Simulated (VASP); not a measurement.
# Cu (Im-3m) in VASP: notebook

Cu is run at these levels: r2SCAN; tasks: single point.

All numbers are computed with VASP 6.6.1; they aren't measurements. Logs are shortened: lines on timing, memory, paths and dates and some standing lists are left out, and cuts for length are marked.

**1. The cell of the first run**

The structure is cubic, space group Im-3m (No. 229). The conventional cell has a = 2.751 Å, b = 2.751 Å, c = 2.751 Å, α = 90.00°, β = 90.00°, γ = 90.00°. Within 3.1 Å of Cu (site symmetry m-3m) lie 14 Cu at 2.38 to 2.75 Å.

This isn't the form of Cu at room conditions, which is fcc.

**2. Single point, r2SCAN**

POSCAR

```
Cu
1.0
   -1.3755081186      1.3755081186      1.3755081186
    1.3755081186     -1.3755081186      1.3755081186
    1.3755081186      1.3755081186     -1.3755081186
Cu
1
Direct
    0.0000000000      0.0000000000      0.0000000000
```

INCAR.step1

```
ALGO = Normal
EDIFF = 1E-5
ENCUT = 660
GGA = PE
GGA_COMPAT = F
ISMEAR = -1
LASPH = T
LCHARG = F
LREAL = F
LWAVE = T
NBANDS = 12
NELM = 120
PREC = Accurate
SIGMA = 0.05
```

INCAR.step2

```
ALGO = Normal
EDIFF = 1E-6
ENCUT = 660
GGA_COMPAT = F
ISIF = 2
ISMEAR = -1
ISTART = 1
LASPH = T
LCHARG = F
LMIXTAU = T
LREAL = F
LWAVE = F
METAGGA = R2SCAN
NBANDS = 12
NELM = 120
PREC = Accurate
SIGMA = 0.05
```

KPOINTS

```
k-points
0
Gamma
  10 10 10
```

Potentials or basis: VASP PAW PBE potentials, release 64 (Cu).

Launch:

```sh
$ cat potpaw_PBE.64/Cu/POTCAR > POTCAR
$ cp INCAR.step1 INCAR
$ mpirun -np 1 vasp_std > vasp.out
$ cp INCAR.step2 INCAR
$ mpirun -np 1 vasp_std > vasp.out
```

OUTCAR:

```text
EDIFF = 1E-6
   ENCUT = 660
   ISIF = 2
   ISMEAR = -1
   ISTART = 1
   LASPH = T
   LREAL = F
   METAGGA = R2SCAN
   NELM = 120
   PREC = Accurate

 ion  position               nearest neighbor table
   1  0.000  0.000  0.000-

  LATTYP: Found a body centered cubic cell.
 ALAT       =     2.7510162372

  Lattice vectors:

 A1 = (  -1.3755081186,   1.3755081186,   1.3755081186)
 A2 = (   1.3755081186,  -1.3755081186,   1.3755081186)
 A3 = (   1.3755081186,   1.3755081186,  -1.3755081186)

Analysis of symmetry for initial positions (statically):
=====================================================================
 Subroutine PRICEL returns:
 Original cell was already a primitive cell.

 Routine SETGRP: Setting up the symmetry group for a
 body centered cubic supercell.

 Subroutine GETGRP returns: Found 48 space group operations
 (whereof 48 operations were pure point group operations)
 out of a pool of 48 trial point group operations.

The static configuration has the point symmetry O_h .

Analysis of symmetry for dynamics (positions and initial velocities):
=====================================================================
 Subroutine PRICEL returns:
 Original cell was already a primitive cell.

 Routine SETGRP: Setting up the symmetry group for a
 body centered cubic supercell.

 Subroutine GETGRP returns: Found 48 space group operations
 (whereof 48 operations were pure point group operations)
 out of a pool of 48 trial point group operations.

The dynamic configuration has the point symmetry O_h .

 Subroutine INISYM returns: Found 48 space group operations
 (whereof 48 operations are pure point group operations),
 and found     1 'primitive' translations

----------------------------------------------------------------------------------------

                                     Primitive cell

  volume of cell :      10.4100

  direct lattice vectors                    reciprocal lattice vectors
    -1.375508119  1.375508119  1.375508119     0.000000000  0.363502035  0.363502035
     1.375508119 -1.375508119  1.375508119     0.363502035  0.000000000  0.363502035
     1.375508119  1.375508119 -1.375508119     0.363502035  0.363502035  0.000000000

  length of vectors
     2.382449948  2.382449948  2.382449948     0.514069508  0.514069508  0.514069508

  position of ions in fractional coordinates (direct lattice)
     0.000000000  0.000000000  0.000000000

  ion indices of the primitive-cell ions
   primitive index   ion index
                 1           1

[... 78 lines left out ...]
   ISYM   =      2    0-nonsym 1-usesym 2-fastsym
   POTIM  = 0.5000    time-step for ionic-motion
   TEBEG  =    0.0;   TEEND  =   0.0 temperature during run
   PSTRESS=    0.0 pullay stress
   NELECT =      11.0000    total number of electrons
   NUPDOWN=      -1.0000    fix difference up-down
   EMIN   =  10.00;   EMAX   =-10.00  energy-range for DOS
   EFERMI =   0.00;   METHOD = LEGACY
   ISMEAR =    -1;   SIGMA  =   0.05  broadening in eV -4-tet -1-fermi 0-gaus
   EFERMI_NEDOS =   21; number of points for ismear=-14 and -15
   IALGO  =     38    algorithm
   IMIX   =      4    mixing-type and parameters
     AMIX     =   0.40;   BMIX     =  1.00
     AMIX_MAG =   1.60;   BMIX_MAG =  1.00
  volume/ion in A,a.u.               =      10.41        70.25
  Fermi-wavevector in a.u.,A,eV,Ry     =   1.667462  3.151046 37.830033  2.780429
  Thomas-Fermi vector in A             =   2.753479
   LORBIT       =      0    0 simple, 1 ext, 2 COOP (PROOUT), +10 PAW based schemes
   METAGGA = R2SCAN    functional components
   LHFCALC =     F    Hartree Fock is set to
   AEXX    =    0.0000 exact exchange contribution
   IVDW    =     0    specifies the selected vdW correction
   LEPSILON=     F    determine dielectric tensor
   LRPA    =     F    only Hartree local field effects (RPA)
 non-spin polarized calculation
  energy-cutoff  :      660.00
  volume of cell :       10.41
 maximum number of plane-waves:       418
   NGX =  9   NGY =  9   NGZ =  9

 number of electron      11.0000008 magnetization

 Free energy of the ion-electron system (eV)
  ---------------------------------------------------
  ext. energy  EPLUGINS =         0.00000000
  ---------------------------------------------------
  free energy    TOTEN  =       -10.70492526 eV

  energy without entropy =      -10.70104921  energy(sigma->0) =      -10.70298723

 E-fermi :   9.1438     XC(G=0): -14.6241

 val. band max:        9.1412554228   @ k =   0.2000   0.2000   0.1000
 cond. band min:       9.2599500623   @ k =  -0.3000   0.4000   0.2000
 fundamental gap:      0.1186946395
 Fermi energy:         9.1437809338

 k-point     1 :       0.0000    0.0000    0.0000
  band No.  band energies     occupation
      1      -1.6529      2.00000
      2       5.3880      2.00000
      3       5.3880      2.00000
      4       5.3880      2.00000
      5       6.6067      2.00000
      6       6.6067      2.00000
      7      36.3653      0.00000
      8      36.3653      0.00000
      9      36.3653      0.00000
     10      41.2873      0.00000
     11      41.2873      0.00000
     12      42.1343      0.00000
[... 331 lines left out ...]
 k-point    24 :      -0.3000    0.3000    0.1000
  band No.  band energies     occupation
      1       2.0715      2.00000
      2       4.9840      2.00000
      3       5.2408      2.00000
      4       6.2282      2.00000
      5       6.6721      2.00000
      6       7.0033      2.00000
      7      21.9927      0.00000
      8      28.9561      0.00000
      9      29.4173      0.00000
     10      36.5344      0.00000
     11      37.0082      0.00000
     12      40.0623      0.00000

 [... further k-points ...]

------------------------ aborting loop because EDIFF is reached ----------------------------------------

  FORCE on cell =-STRESS in cart. coord.  units (eV):
  Direction    XX          YY          ZZ          XY          YZ          ZX
  --------------------------------------------------------------------------------------
  -------------------------------------------------------------------------------------
  Total        1.3337289      1.3337289      1.3337289     -0.0000000     -0.0000000     -0.0000000
  in kB      205.2715146    205.2715146    205.2715146     -0.0000000     -0.0000000     -0.0000000
  external PRESSURE =     205.2715146 kB  Pullay stress =       0.0000000 kB

 VOLUME and BASIS-vectors are now :
 -----------------------------------------------------------------------------
  energy-cutoff  :      660.00
  volume of cell :       10.41
      direct lattice vectors                 reciprocal lattice vectors
    -1.375508119  1.375508119  1.375508119     0.000000000  0.363502035  0.363502035
     1.375508119 -1.375508119  1.375508119     0.363502035  0.000000000  0.363502035
     1.375508119  1.375508119 -1.375508119     0.363502035  0.363502035  0.000000000

 POSITION                                       TOTAL-FORCE (eV/Angst)
 -----------------------------------------------------------------------------------
      0.00000      0.00000      0.00000        -0.000000     -0.000000      0.000000
 -----------------------------------------------------------------------------------
    total drift:                                0.000000     -0.000000      0.000000

  FREE ENERGIE OF THE ION-ELECTRON SYSTEM (eV)
  ---------------------------------------------------
  free  energy   TOTEN  =       -10.7049252620 eV

  energy  without entropy=      -10.7010492074  energy(sigma->0) =      -10.70298723
```

OUTCAR.step1:

```text
EDIFF = 1E-5
   ENCUT = 660
   GGA = PE
   ISMEAR = -1
   LASPH = T
   LREAL = F
[... 573 lines left out ...]

 POSITION                                       TOTAL-FORCE (eV/Angst)
 -----------------------------------------------------------------------------------
      0.00000      0.00000      0.00000        -0.000000      0.000000      0.000000
 -----------------------------------------------------------------------------------
    total drift:                                0.000000     -0.000000     -0.000000

  FREE ENERGIE OF THE ION-ELECTRON SYSTEM (eV)
  ---------------------------------------------------
  free  energy   TOTEN  =        -3.5434613861 eV

  energy  without entropy=       -3.5389979689  energy(sigma->0) =       -3.54122968
```

OSZICAR.step1:

```text
N       E                     dE             d eps       ncg     rms          rms(c)
DAV:   1     0.470256506245E+02    0.47026E+02   -0.63138E+03  1280   0.192E+03
DAV:   2    -0.286900161818E+01   -0.49895E+02   -0.46282E+02  1168   0.230E+02
DAV:   3    -0.448242215953E+01   -0.16134E+01   -0.16082E+01  1312   0.448E+01
DAV:   4    -0.449208415718E+01   -0.96620E-02   -0.96604E-02  1292   0.306E+00
DAV:   5    -0.449216751935E+01   -0.83362E-04   -0.83362E-04  1320   0.290E-01    0.775E+00
DAV:   6    -0.381789001212E+01    0.67428E+00   -0.11828E+01  1296   0.699E+01    0.305E+00
DAV:   7    -0.356160177623E+01    0.25629E+00   -0.16506E+00  1332   0.257E+01    0.751E-01
DAV:   8    -0.354395516397E+01    0.17647E-01   -0.99870E-03  1552   0.109E+00    0.162E-01
DAV:   9    -0.354345565230E+01    0.49951E-03   -0.28642E-03  1468   0.965E-01    0.294E-02
DAV:  10    -0.354346138612E+01   -0.57338E-05   -0.30745E-05  1136   0.835E-02
   1 F= -.35434614E+01 E0= -.35412297E+01  d E =-.446342E-02
```

It took 14 s on 1 thread of Intel Xeon 6975P-C (Granite Rapids), shared host; peak memory 0.13 GiB.

What came out:

| Quantity | Value |
| --- | --- |
| Free energy | -10.7049 eV |
| Pressure | 20.5 GPa |
| Band gap on the k mesh | zero (an odd number of electrons rules out a gap without spin polarisation) |

Caveat: the cell stands under pressure; the PAW data sets were made with another functional, which shifts forces and pressure a little.

**3. Single point, r2SCAN**

This run uses another cell than the first one, of 11.14 Å³/atom.

POSCAR

```
Cu
1.0
   -1.4070606737      1.4070606737      1.4070606737
    1.4070606737     -1.4070606737      1.4070606737
    1.4070606737      1.4070606737     -1.4070606737
Cu
1
Direct
    0.0000000000      0.0000000000      0.0000000000
```

INCAR.step1

```
PREC = Accurate
ENCUT = 660
ISMEAR = -1
SIGMA = 0.05
LREAL = False
LASPH = True
NELM = 120
NBANDS = 12
GGA = PE
ALGO = Normal
EDIFF = 1E-5
LWAVE = True
LCHARG = False
GGA_COMPAT = False
```

INCAR.step2

```
PREC = Accurate
ENCUT = 660
EDIFF = 1E-6
ISMEAR = -1
SIGMA = 0.05
LREAL = False
LASPH = True
NELM = 120
ALGO = Normal
ISIF = 2
LWAVE = False
LCHARG = False
METAGGA = R2SCAN
LMIXTAU = True
NBANDS = 12
ISTART = 1
GGA_COMPAT = False
```

KPOINTS

```
Automatic mesh
0
Gamma
  10 10 10
```

Potentials or basis: VASP PAW PBE potentials, release 64 (Cu).

Launch:

```sh
$ cat potpaw_PBE.64/Cu/POTCAR > POTCAR
$ cp INCAR.step1 INCAR
$ mpirun -np 1 vasp_std > vasp.out
$ cp INCAR.step2 INCAR
$ mpirun -np 1 vasp_std > vasp.out
```

Wall time 14 s (1 thread of Intel Xeon 6975P-C (Granite Rapids), shared host); peak memory 0.13 GiB.

It converged, with:

* Free energy: -10.7638 eV
* Pressure: 5.6 GPa
* Band gap on the k mesh: zero (an odd number of electrons rules out a gap without spin polarisation)

Levels at points of the mesh, in eV from the Fermi level:
```tsv
k point	band 4	band 5	band 6	band 7	band 8	band 9
(0.00, 0.00, 0.00)	-3.47	-2.37	-2.37	26.58	26.58	26.58
(0.50, 0.00, 0.00)	-2.24	-1.54	-0.82	4.86	18.71	19.20
(0.50, 0.50, 0.50)	-1.73	-1.73	8.90	8.90	8.90	14.37
```

Caveat: the cell stands under pressure; the PAW data sets were made with another functional, which shifts forces and pressure a little.

(Continued in part 2 of 2.)
